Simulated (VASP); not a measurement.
Write the native input for VASP 6.6.1 that does the following.

```yaml
Task: single point
Functional: PBE
Potentials_or_basis: VASP PAW PBE potentials, release 64 (C)
Cutoff: 520 eV
k_mesh: 16 × 16 × 16
Occupations: fermi-dirac, width 0.03 eV
Spin: no spin polarisation
Dipole_correction: no
Further_INCAR_settings: ALGO = Normal; EDIFF = 1e-06; NBANDS = 11
```

The structure of C lies in POSCAR:

```
C
1.0
    0.0000000000      1.7834000000      1.7834000000
    1.7834000000      0.0000000000      1.7834000000
    1.7834000000      1.7834000000      0.0000000000
C
2
Direct
    0.5000000000      0.5000000000      0.5000000000
    0.7500000000      0.7500000000      0.7500000000
```

These files were run (other wordings do the same):

INCAR

```
  ALGO = Normal
  EDIFF = 1E-6
  ENCUT = 520
  GGA = PE
  ISIF = 2
  ISMEAR = -1
  LASPH = T
  LCHARG = T
  LELF = T
  LREAL = F
  LVHAR = T
  LWAVE = F
  NBANDS = 11
  NELM = 100
  PREC = Accurate
  SIGMA = 0.03
```

KPOINTS

```
k-points
0
Gamma
  16 16 16
```

Potentials or basis: VASP PAW PBE potentials, release 64 (C).

Launch:

```sh
$ cat potpaw_PBE.64/C/POTCAR > POTCAR
$ mpirun -np 1 vasp_std > vasp.out
```

It gave:

| Quantity | Value |
| --- | --- |
| Pressure | 2.4 GPa |
| Band gap on the k mesh | 4.13 eV (least direct gap 5.59 eV) |

It took 13 s on 1 thread of Intel(R) Xeon(R) Platinum 8488C (Sapphire Rapids), on a shared host, peak memory 0.12 GiB.
